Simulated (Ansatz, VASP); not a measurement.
**One calculation of TaN, two programs**

```
CELL_PARAMETERS angstrom
5.29791 0.00000 0.00000
-2.64895 4.58812 0.00000
0.00000 0.00000 2.96809
ATOMIC_POSITIONS crystal
Ta 0.33333 0.66667 0.50000
Ta 0.66667 0.33333 0.50000
Ta 0.00000 0.00000 0.00000
N 0.39285 0.00000 0.00000
N 0.60715 0.60715 0.00000
N 0.00000 0.39285 0.00000
```

Change from the starting cell: volume scaled by 1.06.

Alike in both runs: task single point; functional PBE; k mesh 6 × 6 × 9; occupations fermi-dirac, width 0.01 eV; no spin polarisation.

```csv
,VASP,Ansatz
version,VASP 6.6.1,Ansatz 0.2.0
potentials or method,"VASP PAW PBE potentials, release 64 (Ta_pv, N), cutoff 520 eV","all-electron LAPW, scalar-relativistic"
```

VASP gave:

- pressure (GPa): -11.7
- traceless stress, the component that is largest in VASP (GPa): -0.98
- rms of the force components (eV/Å): 0.075

Q: Which values does Ansatz return?

A: Pressure (GPa): -12.1; traceless stress, the component that is largest in VASP (GPa): -0.81; rms of the force components (eV/Å): 0.078.

Atom by atom the forces differ by 0.003 eV/Å (rms over components). Ansatz ran all-electron here, and VASP with PAW potentials.

Neither program's run includes spin-orbit coupling.
